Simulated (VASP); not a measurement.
# TiAl6 (P6/mmm) in VASP: notebook, part 2 of 2

VASP 6.6.1.

## 3. Single point, PBE

This run uses another cell than the first one, of 20.91 Å³/atom, 0.997 times its volume.

INCAR reads:

```
SYSTEM = TiAl6
ALGO     = Normal         ! electronic algorithm
EDIFF    = 1E-7           ! SCF threshold, eV
ENCUT    = 520            ! plane-wave cutoff, eV
GGA      = PE             ! functional
ISIF     = 2              ! what is computed and relaxed
ISMEAR   = 0              ! smearing method
LASPH    = .TRUE.         ! aspherical terms in the spheres
LCHARG   = .TRUE.         ! write CHGCAR
LELF     = .TRUE.         ! ELF
LREAL    = .FALSE.        ! projectors in reciprocal space
LVHAR    = .TRUE.       
LWAVE    = .FALSE.        ! write WAVECAR
NBANDS   = 24             ! bands
NELM     = 100            ! most SCF steps
PREC     = Accurate       ! precision mode
SIGMA    = 0.1            ! smearing width, eV
```

KPOINTS reads:

```
k-points
0
G
  6 6 4
  0 0 0
```

POSCAR reads:

```
TiAl6
1.0
    7.7354495367      0.0000000000      0.0000000000
   -3.8677247683      6.6990958085      0.0000000000
    0.0000000000      0.0000000000      2.8238941660
Ti Al
1 6
Direct
    0.0000000000      0.0000000000      0.0000000000
    0.3334202038      0.0000000000      0.5000000000
    0.6665797962      0.0000000000      0.5000000000
    0.0000000000      0.3334202038      0.5000000000
    0.0000000000      0.6665797962      0.5000000000
    0.6665797962      0.6665797962      0.5000000000
    0.3334202038      0.3334202038      0.5000000000
```

Potentials or basis: VASP PAW PBE potentials, release 64 (Ti_sv, Al).

Launch:

```
cat potpaw_PBE.64/Ti_sv/POTCAR potpaw_PBE.64/Al/POTCAR > POTCAR
mpirun -np 1 vasp_std > vasp.out
```

Run time: 52 s. Hardware: 1 thread of Intel Xeon Platinum 8488C (Sapphire Rapids), shared host; peak memory 0.3 GiB.

Results (log left out):

```
Free energy            : -29.1207 eV
Pressure               : 0.1 GPa
Largest force          : 0.005 eV/Å
Band gap on the k mesh : zero (band 15 reaches 5.98 eV, above the bottom of band 16 at 5.05 eV)
```

Forces on the atoms (eV/Å):
```
Ti   0.000  0.000  0.000
Al  -0.005  0.000  0.000
Al   0.005  0.000  0.000
Al   0.003 -0.005  0.000
Al  -0.003  0.005  0.000
Al   0.003  0.005  0.000
Al  -0.003 -0.005  0.000
```

Stress tensor (GPa, compression positive):
```
 0.24  0.00  0.00
 0.00  0.24  0.00
 0.00  0.00 -0.12
```

Levels at points of the mesh, in eV from the Fermi level:
```
           k point  band 11  band 12  band 13  band 14  band 15  band 16  band 17  band 18  band 19  band 20
(0.00, 0.00, 0.00)    -3.68    -2.04    -2.04    -0.74    -0.51     1.36     1.36     1.48     1.48     1.95
(0.50, 0.00, 0.00)    -3.12    -2.84    -2.27    -1.15    -0.76     0.65     1.03     1.22     1.95     1.95
(0.00, 0.00, 0.50)    -2.17    -2.17    -2.17    -2.17    -1.21    -0.42     0.71     0.93     0.93     0.96
(0.50, 0.00, 0.50)    -2.52    -1.86    -1.55    -1.43    -1.08    -0.66     0.23     0.48     0.82     0.90
```

Caveat: the k points lie up to 0.56 Å⁻¹ apart.

## 4. Single point, PBE

This run uses another cell than the first one, of 20.85 Å³/atom, 0.994 times its volume.

INCAR reads:

```
SYSTEM = TiAl6
ALGO     = Normal         ! electronic algorithm
EDIFF    = 1E-7           ! SCF threshold, eV
ENCUT    = 520            ! plane-wave cutoff, eV
GGA      = PE             ! functional
ISIF     = 2              ! what is computed and relaxed
ISMEAR   = 0              ! smearing method
LASPH    = .True.         ! aspherical terms in the spheres
LCHARG   = .False.        ! write CHGCAR
LREAL    = .False.        ! projectors in reciprocal space
LWAVE    = .False.        ! write WAVECAR
NBANDS   = 24             ! bands
NELM     = 100            ! most SCF steps
PREC     = Accurate       ! precision mode
SIGMA    = 0.1            ! smearing width, eV
```

KPOINTS reads:

```
k-points
0
Gamma
  6 6 14
  0 0 0
```

POSCAR reads:

```
TiAl6
1.0
    7.6765779890      0.0000000000      0.0000000000
   -3.8382889945      6.6481115526      0.0000000000
    0.0000000000      0.0000000000      2.8595493887
Ti Al
1 6
Direct
    0.0000000000      0.0000000000      0.0000000000
    0.3338125164      0.0000000000      0.5000000000
    0.6661874836      0.0000000000      0.5000000000
    0.0000000000      0.3338125164      0.5000000000
    0.0000000000      0.6661874836      0.5000000000
    0.6661874836      0.6661874836      0.5000000000
    0.3338125164      0.3338125164      0.5000000000
```

Launch:

```
cat potpaw_PBE.64/Ti_sv/POTCAR potpaw_PBE.64/Al/POTCAR > POTCAR
mpirun -np 1 vasp_std > vasp.out
```

It took 3.6 min on 1 thread of AMD EPYC 7R43 (Zen 3), shared host; peak memory 0.34 GiB.

It converged, with:

* Free energy: -29.2608 eV
* Pressure: 0.0 GPa
* Band gap on the k mesh: zero (band 15 reaches 6.22 eV, above the bottom of band 16 at 4.79 eV)

Levels at points of the mesh, in eV from the Fermi level:
| k point | band 13 | band 14 | band 15 | band 16 | band 17 | band 18 |
| --- | --- | --- | --- | --- | --- | --- |
| (0.00, 0.00, 0.00) | -1.77 | -0.60 | -0.05 | 1.61 | 1.61 | 1.78 |
| (0.50, 0.00, 0.00) | -2.01 | -0.98 | -0.53 | 0.88 | 1.32 | 1.59 |
| (0.00, 0.00, 0.50) | -1.93 | -1.93 | -1.16 | -0.35 | 0.89 | 1.07 |
| (0.50, 0.00, 0.50) | -1.44 | -1.32 | -0.87 | -0.56 | 0.53 | 0.58 |

## 5. Single point, PBE

INCAR reads:

```
PREC = Accurate
ENCUT = 520
EDIFF = 1E-7
ISMEAR = 0
SIGMA = 0.1
LREAL = False
LASPH = True
NELM = 60
ALGO = Fast
ISIF = 2
LWAVE = False
LCHARG = False
GGA = PE
NBANDS = 24
```

KPOINTS reads:

```
Automatic mesh
0
Gamma
  3 3 6
```

POSCAR reads:

```
TiAl6
1.0
    7.6630782960      0.0000000000      0.0000000000
   -3.8315391480      6.6364204755      0.0000000000
    0.0000000000      0.0000000000      2.8864995801
Ti Al
1 6
Direct
    0.0000000000      0.0000000000      0.0000000000
    0.3329963923      0.0000000000      0.5000000000
    0.6670036077      0.0000000000      0.5000000000
    0.0000000000      0.3329963923      0.5000000000
    0.0000000000      0.6670036077      0.5000000000
    0.6670036077      0.6670036077      0.5000000000
    0.3329963923      0.3329963923      0.5000000000
```

Launch:

```
cat potpaw_PBE.64/Ti_sv/POTCAR potpaw_PBE.64/Al/POTCAR > POTCAR
mpirun -np 1 vasp_std > vasp.out
```

Wall time 4.7 min (1 thread of Intel Xeon 8259CL, shared host); peak memory 0.3 GiB.

It converged, with:

- Free energy: -29.3359 eV
- Pressure: -0.1 GPa
- Band gap on the k mesh: zero (band 15 reaches 6.03 eV, above the bottom of band 16 at 4.99 eV)

Levels at points of the mesh, in eV from the Fermi level:
| k point | band 13 | band 14 | band 15 | band 16 | band 17 | band 18 |
| --- | --- | --- | --- | --- | --- | --- |
| (0.00, 0.00, 0.00) | -1.64 | -0.51 | 0.15 | 1.70 | 1.70 | 1.89 |
| (0.00, 0.00, 0.50) | -1.82 | -1.82 | -1.16 | -0.36 | 0.97 | 1.11 |

Caveat: the k points lie up to 0.36 Å⁻¹ apart.

## 6. Single point, PBE

This run uses another cell than the first one, of 12.49 Å³/atom, 0.596 times its volume.

INCAR reads:

```
SYSTEM = TiAl6
PREC = Accurate
ENCUT = 520
EDIFF = 1E-7
ISMEAR = 0
SIGMA = 0.1
LREAL = .FALSE.
LASPH = .TRUE.
NELM = 80
ALGO = Fast
ISIF = 2
LWAVE = .FALSE.
LCHARG = .TRUE.
GGA = PE
LELF = .TRUE.
LVHAR = .TRUE.
NBANDS = 24
```

KPOINTS reads:

```
regular mesh
0
G
  6 6 4
  0 0 0
```

POSCAR reads:

```
TiAl6
1.0
    4.5362689000      0.0000000000      0.0000000000
   -2.2681344500      3.9285241000      0.0000000000
    0.0000000000      0.0000000000      4.9054196300
Ti Al
1 6
Direct
    0.0000000000      0.0000000000      0.0000000000
    0.3328968300      0.0000000000      0.5000000000
    0.6671031700      0.0000000000      0.5000000000
    0.0000000000      0.3328968300      0.5000000000
    0.0000000000      0.6671031700      0.5000000000
    0.6671031700      0.6671031700      0.5000000000
    0.3328968300      0.3328968300      0.5000000000
```

Potentials or basis: VASP PAW PBE potentials, release 64 (Ti_sv, Al).

Launch:

```
cat potpaw_PBE.64/Ti_sv/POTCAR potpaw_PBE.64/Al/POTCAR > POTCAR
mpirun -np 1 vasp_std > vasp.out
```

Wall time 9.2 min (1 thread of Intel Xeon 8259CL, shared host); peak memory 0.22 GiB.

Results (log left out):

```
Free energy            : 70.3570 eV
Pressure               : 268.3 GPa
Largest force          : 0.015 eV/Å
Band gap on the k mesh : zero (band 15 reaches 11.73 eV, above the bottom of band 16 at 10.13 eV)
```

Forces on the atoms (eV/Å):
```
Ti   0.000  0.000  0.000
Al   0.015  0.000  0.000
Al  -0.015  0.000  0.000
Al  -0.007  0.013  0.000
Al   0.007 -0.013  0.000
Al  -0.007 -0.013  0.000
Al   0.007  0.013  0.000
```

Stress tensor (GPa, compression positive):
```
413.21   0.00   0.00
  0.00 413.21   0.00
  0.00   0.00 -21.42
```

Levels at points of the mesh, in eV from the Fermi level:
```csv
k point,band 11,band 12,band 13,band 14,band 15,band 16,band 17,band 18,band 19,band 20
"(0.00, 0.00, 0.00)",-4.46,-4.46,-2.05,-1.78,-1.78,0.66,1.03,1.10,1.10,1.36
"(0.50, 0.00, 0.00)",-2.48,-1.60,-1.48,-0.87,-0.03,1.15,1.19,1.56,1.56,2.09
"(0.00, 0.00, 0.50)",-4.22,-4.22,-1.61,-0.05,-0.05,1.18,1.38,2.16,2.30,2.51
"(0.50, 0.00, 0.50)",-2.35,-2.04,-1.72,-0.94,0.02,0.74,1.32,1.48,2.33,3.46
```

## 7. Overview

```csv
task,cell,k mesh,cutoff (eV),gap on the mesh (eV),pressure (GPa),largest force (eV/Å)
relaxation of cell and atoms,"relaxed from a = 7.663, b = 7.663, c = 2.886 Å, angles 90.0, 90.0, 120.0°, 7 atoms",6 × 6 × 14,600,none,0.0,-
single point,"a = 7.735, b = 7.735, c = 2.824 Å, angles 90.0, 90.0, 120.0°, 7 atoms",6 × 6 × 4,520,none,0.1,0.01
single point,"a = 7.677, b = 7.677, c = 2.860 Å, angles 90.0, 90.0, 120.0°, 7 atoms",6 × 6 × 14,520,none,0.0,-
single point,"a = 7.663, b = 7.663, c = 2.886 Å, angles 90.0, 90.0, 120.0°, 7 atoms",3 × 3 × 6,520,none,-0.1,-
single point,"a = 4.536, b = 4.536, c = 4.905 Å, angles 90.0, 90.0, 120.0°, 7 atoms",6 × 6 × 4,520,none,268.3,0.01
```

Alike in all rows: level PBE; potentials or basis VASP PAW PBE potentials, release 64 (Ti_sv, Al); no spin polarisation; smearing gaussian 0.1 eV.

Caveats: some runs use coarse meshes.

Absolute energies hang on the potentials; compare differences alone.
